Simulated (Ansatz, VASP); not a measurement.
Two plane-wave programs on Zr

```
CELL_PARAMETERS angstrom
3.23480 0.00000 0.00000
-1.61740 2.80142 0.00000
0.00000 0.00000 5.16596
ATOMIC_POSITIONS crystal
Zr 0.33333 0.66667 0.25000
Zr 0.66667 0.33333 0.75000
```

Alike in both runs: task relaxation of cell and atoms; functional PBE; k mesh 12 × 12 × 8; occupations fermi-dirac, width 0.15 eV; no spin polarisation.

|  | VASP | Ansatz |
| --- | --- | --- |
| version | VASP 6.6.1 | Ansatz 0.2.0 |
| potentials or method | VASP PAW PBE potentials, release 64 (Zr_sv), cutoff 600 eV | scalar-relativistic, plane waves, PAW |
| valence electrons in the cell | 24 | 24 |

VASP gave:

```
gap on the k mesh at the Fermi level, each at its own relaxed structure (eV) : none
relaxed volume (Å³/atom)                                                     : 23.44
relaxed cell length with the largest relative difference (Å)                 : 5.191
```

Q: Which values does Ansatz return?

A: gap on the k mesh at the Fermi level, each at its own relaxed structure (eV): none; relaxed volume (Å³/atom): 23.44; relaxed cell length with the largest relative difference (Å): 5.192.

A gap of «none» marks a metal or a gap that the smearing closes.
